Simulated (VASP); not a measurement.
# Li (Fm-3m) in VASP: notebook

Runs on Li. Level: PBE. Tasks: single point, relaxation of cell and atoms.

Program: VASP 6.6.1. These are calculated values, not measurements. Logs are shortened: lines on timing, memory, paths and dates and some standing lists are left out, and cuts for length are marked.

### 1 The cell of the first run

Symmetry: Fm-3m, No. 225, cubic system. Conventional cell: a = 4.321 Å, b = 4.321 Å, c = 4.321 Å, α = 90.00°, β = 90.00°, γ = 90.00°. Within 4.0 Å of Li (site symmetry m-3m) lie 12 Li at 3.06 Å.

This isn't the form of Li at room conditions, which is bcc.

### 2 Single point, PBE

INCAR reads:

```
SYSTEM = Li
PREC = Accurate
ENCUT = 520
EDIFF = 1E-6
ISMEAR = -1
SIGMA = 0.1
LREAL = .FALSE.
LASPH = .TRUE.
NELM = 100
ALGO = Normal
ISIF = 2
LWAVE = .FALSE.
LCHARG = .TRUE.
GGA = PE
LELF = .TRUE.
LVHAR = .TRUE.
NBANDS = 8
```

KPOINTS reads:

```
regular mesh
0
G
  12 12 12
  0 0 0
```

POSCAR reads:

```
Li
1.0
    0.0000000000      2.1604092567      2.1604092567
    2.1604092567      0.0000000000      2.1604092567
    2.1604092567      2.1604092567      0.0000000000
Li
1
Direct
    0.0000000000      0.0000000000      0.0000000000
```

Potentials or basis: VASP PAW PBE potentials, release 64 (Li_sv).

The run is started by

```bash
> cat potpaw_PBE.64/Li_sv/POTCAR > POTCAR
> mpirun -np 1 vasp_std > vasp.out
```

OUTCAR:

```text
SYSTEM = Li
   PREC = Accurate
   ENCUT = 520
   EDIFF = 1E-6
   ISMEAR = -1
   LREAL = .FALSE.
   LASPH = .TRUE.
   NELM = 100
   ISIF = 2
   GGA = PE

 ion  position               nearest neighbor table
   1  0.000  0.000  0.000-

  LATTYP: Found a face centered cubic cell.
 ALAT       =     4.3208185134

  Lattice vectors:

 A1 = (   0.0000000000,   2.1604092567,   2.1604092567)
 A2 = (   2.1604092567,   0.0000000000,   2.1604092567)
 A3 = (   2.1604092567,   2.1604092567,   0.0000000000)

Analysis of symmetry for initial positions (statically):
=====================================================================
 Subroutine PRICEL returns:
 Original cell was already a primitive cell.

 Routine SETGRP: Setting up the symmetry group for a
 face centered cubic supercell.

 Subroutine GETGRP returns: Found 48 space group operations
 (whereof 48 operations were pure point group operations)
 out of a pool of 48 trial point group operations.

The static configuration has the point symmetry O_h .

Analysis of symmetry for dynamics (positions and initial velocities):
=====================================================================
 Subroutine PRICEL returns:
 Original cell was already a primitive cell.

 Routine SETGRP: Setting up the symmetry group for a
 face centered cubic supercell.

 Subroutine GETGRP returns: Found 48 space group operations
 (whereof 48 operations were pure point group operations)
 out of a pool of 48 trial point group operations.

The dynamic configuration has the point symmetry O_h .

 Subroutine INISYM returns: Found 48 space group operations
 (whereof 48 operations are pure point group operations),
 and found     1 'primitive' translations

----------------------------------------------------------------------------------------

                                     Primitive cell

  volume of cell :      20.1669

  direct lattice vectors                    reciprocal lattice vectors
     0.000000000  2.160409257  2.160409257    -0.231437631  0.231437631  0.231437631
     2.160409257  0.000000000  2.160409257     0.231437631 -0.231437631  0.231437631
     2.160409257  2.160409257  0.000000000     0.231437631  0.231437631 -0.231437631

  length of vectors
     3.055280071  3.055280071  3.055280071     0.400861735  0.400861735  0.400861735

  position of ions in fractional coordinates (direct lattice)
     0.000000000  0.000000000  0.000000000

[... 69 lines left out ...]
   ISPIN  =      1    spin polarized calculation?
   LNONCOLLINEAR =      F non collinear calculations
   LSORBIT =      F    spin-orbit coupling
   LASPH  =      T    aspherical Exc in radial PAW
   ENCUT  =  520.0 eV  38.22 Ry    6.18 a.u.   5.68  5.68  5.68*2*pi/ulx,y,z
   NELM   =    100;   NELMIN=  2; NELMDL= -5     # of ELM steps
   EDIFF  = 0.1E-05   stopping-criterion for ELM
   LREAL  =      F    real-space projection
   EDIFFG = 0.1E-04   stopping-criterion for IOM
   NSW    =      0    number of steps for IOM
   IBRION =     -1    ionic relax: 0-MD 1-quasi-New 2-CG
   NFREE  =      0    steps in history (QN), initial steepest desc. (CG)
   ISIF   =      2    stress and relaxation
   ISYM   =      2    0-nonsym 1-usesym 2-fastsym
   POTIM  = 0.5000    time-step for ionic-motion
   TEBEG  =    0.0;   TEEND  =   0.0 temperature during run
   PSTRESS=    0.0 pullay stress
   NELECT =       3.0000    total number of electrons
   NUPDOWN=      -1.0000    fix difference up-down
   EMIN   =  10.00;   EMAX   =-10.00  energy-range for DOS
   EFERMI =   0.00;   METHOD = LEGACY
   ISMEAR =    -1;   SIGMA  =   0.10  broadening in eV -4-tet -1-fermi 0-gaus
   EFERMI_NEDOS =   21; number of points for ismear=-14 and -15
   IALGO  =     38    algorithm
   IMIX   =      4    mixing-type and parameters
     AMIX     =   0.40;   BMIX     =  1.00
     AMIX_MAG =   1.60;   BMIX_MAG =  1.00
  volume/ion in A,a.u.               =      20.17       136.09
  Fermi-wavevector in a.u.,A,eV,Ry     =   0.867433  1.639210 10.237565  0.752440
  Thomas-Fermi vector in A             =   1.985966
   LORBIT       =      0    0 simple, 1 ext, 2 COOP (PROOUT), +10 PAW based schemes
   GGA     = PE    functional components
   LHFCALC =     F    Hartree Fock is set to
   AEXX    =    0.0000 exact exchange contribution
   IVDW    =     0    specifies the selected vdW correction
   LEPSILON=     F    determine dielectric tensor
   LRPA    =     F    only Hartree local field effects (RPA)
 non-spin polarized calculation
  energy-cutoff  :      520.00
  volume of cell :       20.17
 maximum number of plane-waves:       560
   NGX = 11   NGY = 11   NGZ = 11

 number of electron       2.9999995 magnetization

 Free energy of the ion-electron system (eV)
  ---------------------------------------------------
  ext. energy  EPLUGINS =         0.00000000
  ---------------------------------------------------
  free energy    TOTEN  =        -1.91545460 eV

  energy without entropy =       -1.89981863  energy(sigma->0) =       -1.90763661

 E-fermi :   0.5954     XC(G=0):  -7.0566

 val. band max:        0.5471883685   @ k =   0.5000   0.2500   0.0833
 cond. band min:       0.6205643809   @ k =   0.5000   0.0000   0.0000
 fundamental gap:      0.0733760124
 Fermi energy:         0.5953569628

 k-point     1 :       0.0000    0.0000    0.0000
  band No.  band energies     occupation
      1     -45.8806      2.00000
      2      -2.9278      2.00000
      3      15.0419      0.00000
      4      15.0420      0.00000
      5      15.0420      0.00000
      6      18.9336      0.00000
      7      18.9336      0.00000
      8      18.9336      0.00000
[... 243 lines left out ...]
 k-point    24 :      -0.4167    0.1667    0.0000
  band No.  band energies     occupation
      1     -45.8605      2.00000
      2       1.1085      0.01174
      3       3.8545      0.00000
      4      10.4006      0.00000
      5      12.0178      0.00000
      6      15.3683      0.00000
      7      19.7176      0.00000
      8      22.0627      0.00000

 [... further k-points ...]
[... 5 lines left out ...]
  --------------------------------------------------------------------------------------
  -------------------------------------------------------------------------------------
  Total       -0.0021534     -0.0021534     -0.0021534      0.0000000      0.0000000      0.0000000
  in kB       -0.1710820     -0.1710820     -0.1710820      0.0000000      0.0000000      0.0000000
  external PRESSURE =      -0.1710820 kB  Pullay stress =       0.0000000 kB

 VOLUME and BASIS-vectors are now :
 -----------------------------------------------------------------------------
  energy-cutoff  :      520.00
  volume of cell :       20.17
      direct lattice vectors                 reciprocal lattice vectors
     0.000000000  2.160409257  2.160409257    -0.231437631  0.231437631  0.231437631
     2.160409257  0.000000000  2.160409257     0.231437631 -0.231437631  0.231437631
     2.160409257  2.160409257  0.000000000     0.231437631  0.231437631 -0.231437631

 POSITION                                       TOTAL-FORCE (eV/Angst)
 -----------------------------------------------------------------------------------
      0.00000      0.00000      0.00000         0.000000      0.000000      0.000000
 -----------------------------------------------------------------------------------
    total drift:                               -0.000000      0.000000     -0.000000

  FREE ENERGIE OF THE ION-ELECTRON SYSTEM (eV)
  ---------------------------------------------------
  free  energy   TOTEN  =        -1.9154546005 eV

  energy  without entropy=       -1.8998186270  energy(sigma->0) =       -1.90763661
```

Wall time 11 s (1 thread of Intel Xeon 8259CL, shared host); peak memory 0.13 GiB.

Results:

```yaml
Free_energy: -1.9155 eV
Band_gap_on_the_k_mesh: zero (an odd number of electrons rules out a gap without spin polarisation)
```

Levels at points of the mesh, in eV from the Fermi level:
```tsv
k point	band 1	band 2	band 3	band 4	band 5	band 6
(0.00, 0.00, 0.00)	-46.48	-3.52	14.45	14.45	14.45	18.34
(0.50, 0.00, 0.00)	-46.46	0.03	2.99	12.72	12.72	16.68
(0.50, 0.50, 0.00)	-46.45	1.58	4.77	8.51	8.51	10.71
```

Caveat: the cutoff is under 1.25 times the usual one of these potentials, so pressure, stress and relaxed cells hold a basis-set (Pulay) error.

### 3 Relaxation of cell and atoms, PBE

This run uses another cell than the first one, of 21.61 Å³/atom.

INCAR reads:

```
PREC = Accurate ; ENCUT = 600
EDIFF = 1E-7 ; ISMEAR = -1
SIGMA = 0.1 ; LREAL = False
LASPH = True ; NELM = 100
ALGO = Normal ; ISIF = 3
LWAVE = False ; LCHARG = False
GGA = PE ; IBRION = 2
NSW = 80 ; EDIFFG = -0.01
```

KPOINTS reads:

```
regular mesh
0
Gamma
  12 12 12
```

POSCAR reads:

```
Li
1.0
    0.0000000000      2.2107204702      2.2107204702
    2.2107204702      0.0000000000      2.2107204702
    2.2107204702      2.2107204702      0.0000000000
Li
1
Direct
    0.0000000000      0.0000000000      0.0000000000
```

Potentials or basis: VASP PAW PBE potentials, release 64 (Li_sv).

The run is started by

```bash
> cat potpaw_PBE.64/Li_sv/POTCAR > POTCAR
> mpirun -np 1 vasp_std > vasp.out
```

It took 43 s on 1 thread of Intel Xeon 8259CL, shared host; peak memory 0.15 GiB.

It converged, with:

```
Free energy                           : -1.9168 eV
Relaxed volume                        : 19.98 Å³/atom
Relaxed cell                          : a = 3.046 Å, b = 3.046 Å, c = 3.046 Å, α = 60.00°, β = 60.00°, γ = 60.00°
Space group after relaxing (to 0.1 Å) : Fm-3m (No. 225)
Energy gained by relaxing             : 4.9 meV/atom
Ionic steps                           : 4
Pressure after relaxing               : 0.0 GPa
Band gap on the k mesh                : zero (an odd number of electrons rules out a gap without spin polarisation)
```

Step by step:
| step | energy change (eV) | largest force (eV/Å) | pressure (GPa) | volume (Å³) |
| --- | --- | --- | --- | --- |
| 1 | 0.0000 | 0.0000 | -0.92 | 21.61 |
| 2 | -0.0020 | 0.0000 | -0.73 | 21.22 |
| 3 | -0.0048 | 0.0000 | -0.11 | 20.16 |
| 4 | -0.0049 | 0.0000 | 0.01 | 19.98 |

Final structure:
```cif
data_structure
_symmetry_space_group_name_H-M 'P 1'
_symmetry_Int_Tables_number 1
_cell_length_a 3.0460
_cell_length_b 3.0460
_cell_length_c 3.0460
_cell_angle_alpha 60.000
_cell_angle_beta 60.000
_cell_angle_gamma 60.000
_cell_volume 19.98
loop_
_atom_site_label
_atom_site_type_symbol
_atom_site_fract_x
_atom_site_fract_y
_atom_site_fract_z
_atom_site_occupancy
Li1 Li 0.00000 0.00000 0.00000 1
```

Levels at points of the mesh, in eV from the Fermi level:
```
           k point  band 1  band 2  band 3  band 4  band 5
(0.00, 0.00, 0.00)  -46.46   -3.54   14.54   14.54   14.54
(0.50, 0.00, 0.00)  -46.44    0.02    3.01   12.80   12.80
(0.50, 0.50, 0.00)  -46.43    1.59    4.80    8.56    8.56
```

Caveat: the cutoff is under 1.25 times the usual one of these potentials, so pressure, stress and relaxed cells hold a basis-set (Pulay) error.

### 4 Single point, PBE (17.75 Å³/atom)

This run uses another cell than the first one, of 17.75 Å³/atom.

INCAR reads:

```
ALGO     = Normal         # electronic algorithm
EDIFF    = 1E-6           # SCF threshold, eV
ENCUT    = 520            # plane-wave cutoff, eV
GGA      = PE             # functional
ISIF     = 2              # what is computed and relaxed
ISMEAR   = -1             # smearing method
LASPH    = True           # aspherical terms in the spheres
LCHARG   = False          # write CHGCAR
LREAL    = False          # projectors in reciprocal space
LWAVE    = False          # write WAVECAR
NBANDS   = 8              # bands
NELM     = 60             # most SCF steps
PREC     = Accurate       # precision mode
SIGMA    = 0.1            # smearing width, eV
```

KPOINTS reads:

```
k-points
0
Gamma
  21 21 21
```

POSCAR reads:

```
Li
1.0
    0.0000000000      2.0702855624      2.0702855624
    2.0702855624      0.0000000000      2.0702855624
    2.0702855624      2.0702855624      0.0000000000
Li
1
Direct
    0.0000000000      0.0000000000      0.0000000000
```

The run is started by

```bash
> cat potpaw_PBE.64/Li_sv/POTCAR > POTCAR
> mpirun -np 1 vasp_std > vasp.out
```

It took 29 s on 1 thread of Intel Xeon 8259CL, shared host; peak memory 0.15 GiB.

Results (log left out):

```yaml
Free_energy: -1.8977 eV
Band_gap_on_the_k_mesh: zero (an odd number of electrons rules out a gap without spin polarisation)
```

Levels at points of the mesh, in eV from the Fermi level:
```
           k point  band 1  band 2  band 3  band 4  band 5  band 6  band 7
(0.00, 0.00, 0.00)  -46.30   -3.71   15.78   15.78   15.78   19.87   19.87
```

Caveat: the cutoff is under 1.25 times the usual one of these potentials, so pressure, stress and relaxed cells hold a basis-set (Pulay) error.

### 5 Single point, PBE (18.55 Å³/atom)

This run uses another cell than the first one, of 18.55 Å³/atom.

INCAR reads:

```
PREC = Accurate ; ENCUT = 520
EDIFF = 1E-6 ; ISMEAR = -1
SIGMA = 0.1 ; LREAL = F
LASPH = T ; NELM = 60
ALGO = Normal ; ISIF = 2
LWAVE = F ; LCHARG = F
GGA = PE ; NBANDS = 8
```

KPOINTS reads:

```
regular mesh
0
Gamma
  21 21 21
```

POSCAR reads:

```
Li
1.0
    0.0000000000      2.1011899031      2.1011899031
    2.1011899031      0.0000000000      2.1011899031
    2.1011899031      2.1011899031      0.0000000000
Li
1
Direct
    0.0000000000      0.0000000000      0.0000000000
```

The run is started by

```bash
> cat potpaw_PBE.64/Li_sv/POTCAR > POTCAR
> mpirun -np 1 vasp_std > vasp.out
```

Run time: 29 s. Hardware: 1 thread of Intel Xeon 8259CL, shared host; peak memory 0.15 GiB.

The run converged. Its results:

| Property | Result |
| --- | --- |
| Free energy | -1.9070 eV |
| Band gap on the k mesh | zero (an odd number of electrons rules out a gap without spin polarisation) |

Levels at points of the mesh, in eV from the Fermi level:
| k point | band 1 | band 2 | band 3 | band 4 | band 5 |
| --- | --- | --- | --- | --- | --- |
| (0.00, 0.00, 0.00) | -46.37 | -3.66 | 15.29 | 15.29 | 15.29 |

Caveat: the cutoff is under 1.25 times the usual one of these potentials, so pressure, stress and relaxed cells hold a basis-set (Pulay) error.

### 6 Single point, PBE (19.36 Å³/atom)

This run uses another cell than the first one, of 19.36 Å³/atom.

INCAR reads:

```
SYSTEM = Li
ALGO     = Normal         ! electronic algorithm
EDIFF    = 1E-6           ! SCF threshold, eV
ENCUT    = 520            ! plane-wave cutoff, eV
GGA      = PE             ! functional
ISIF     = 2              ! what is computed and relaxed
ISMEAR   = -1             ! smearing method
LASPH    = .TRUE.         ! aspherical terms in the spheres
LCHARG   = .FALSE.        ! write CHGCAR
LREAL    = .FALSE.        ! projectors in reciprocal space
LWAVE    = .FALSE.        ! write WAVECAR
NBANDS   = 8              ! bands
NELM     = 60             ! most SCF steps
PREC     = Accurate       ! precision mode
SIGMA    = 0.1            ! smearing width, eV
```

KPOINTS reads:

```
k-points
0
G
  21 21 21
  0 0 0
```

POSCAR reads:

```
Li
1.0
    0.0000000000      2.1312109578      2.1312109578
    2.1312109578      0.0000000000      2.1312109578
    2.1312109578      2.1312109578      0.0000000000
Li
1
Direct
    0.0000000000      0.0000000000      0.0000000000
```

Potentials or basis: VASP PAW PBE potentials, release 64 (Li_sv).

The run is started by

```bash
> cat potpaw_PBE.64/Li_sv/POTCAR > POTCAR
> mpirun -np 1 vasp_std > vasp.out
```

Wall time 35 s (1 thread of Intel Xeon 8259CL, shared host); peak memory 0.15 GiB.

Results (log left out):

| Item | Value |
| --- | --- |
| Free energy | -1.9124 eV |
| Band gap on the k mesh | zero (an odd number of electrons rules out a gap without spin polarisation) |

Levels at points of the mesh, in eV from the Fermi level:
```
           k point  band 1  band 2  band 3  band 4  band 5  band 6  band 7
(0.00, 0.00, 0.00)  -46.44   -3.61   14.84   14.84   14.84   18.79   18.79
```

Caveat: the cutoff is under 1.25 times the usual one of these potentials, so pressure, stress and relaxed cells hold a basis-set (Pulay) error.

### 7 Overview

| task | cell | k mesh | cutoff (eV) | gap on the mesh (eV) |
| --- | --- | --- | --- | --- |
| single point | a = 3.055 Å, angles 60.0°, 1 atom | 12 × 12 × 12 | 520 | none |
| relaxation of cell and atoms | relaxed from a = 3.126 Å, angles 60.0°, 1 atom | 12 × 12 × 12 | 600 | none |
| single point | a = 2.928 Å, angles 60.0°, 1 atom | 21 × 21 × 21 | 520 | none |
| single point | a = 2.972 Å, angles 60.0°, 1 atom | 21 × 21 × 21 | 520 | none |
| single point | a = 3.014 Å, angles 60.0°, 1 atom | 21 × 21 × 21 | 520 | none |

Alike in all rows: level PBE; potentials or basis VASP PAW PBE potentials, release 64 (Li_sv); no spin polarisation; smearing fermi-dirac 0.1 eV.

Caveats: the cutoff is under 1.25 times the usual one of these potentials, so pressure, stress and relaxed cells hold a basis-set (Pulay) error.

Absolute energies hang on the potentials; compare differences alone.
